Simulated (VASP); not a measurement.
Wanted: the native input for a VASP 6.6.1 run.

- Task: single point
- Functional: PBE
- Dispersion: D3(BJ)
- Potentials or basis: VASP PAW PBE potentials, release 64 (Se, W_sv)
- Cutoff: 520 eV
- k mesh: 12 × 12 × 1
- Occupations: gaussian, width 0.02 eV
- Spin: no spin polarisation
- Dipole correction: yes
- Further INCAR settings: ALGO = Normal; EDIFF = 1e-07; NBANDS = 35

The structure of WSe2 lies in POSCAR:

```
WSe2
1.0
    3.2855208648      0.0000000000      0.0000000000
   -1.6427604324      2.8453445336      0.0000000000
    0.0000000000      0.0000000000     46.0775279785
Se W
4 2
Direct
    0.3333333334      0.6666666667      0.3900469122
    0.3354778216      0.6709556432      0.4631196035
    0.1666666666      0.3333333333      0.5368804312
    0.1663281551      0.3326563102      0.6099529534
    0.6678930908      0.3357861816      0.4266017094
    0.8330148194      0.6660296389      0.5733983902
```

These files were run (other wordings do the same):

INCAR

```
SYSTEM = WSe2
PREC = Accurate
ENCUT = 520
EDIFF = 1E-7
ISMEAR = 0
SIGMA = 0.02
LREAL = .FALSE.
LASPH = .TRUE.
NELM = 60
ALGO = Normal
ISIF = 2
LWAVE = .FALSE.
LCHARG = .TRUE.
LDIPOL = .TRUE.
IDIPOL = 3
DIPOL = 0.5 0.5 0.500
GGA = PE
IVDW = 12
LELF = .TRUE.
LVHAR = .TRUE.
LVACPOTAV = .TRUE.
NBANDS = 35
```

KPOINTS

```
regular mesh
0
G
  12 12 1
  0 0 0
```

Potentials or basis: VASP PAW PBE potentials, release 64 (Se, W_sv).

Launch:

```sh
$ cat potpaw_PBE.64/Se/POTCAR potpaw_PBE.64/W_sv/POTCAR > POTCAR
$ mpirun -np 1 vasp_std > vasp.out
```

It gave:

| Property | Result |
| --- | --- |
| Largest force | 0.076 eV/Å |
| Band gap on the k mesh | 1.47 eV (least direct gap 1.66 eV) |
| Dispersion energy per atom | -0.390 eV |
| Ionisation potential of the upper face | 5.06 eV |

Caveat: spin-orbit coupling is left out, which moves the levels of the heavy elements.

Run time: 28 min on 1 thread of Intel Xeon 8259CL, with other jobs on the host, peak memory 0.87 GiB.
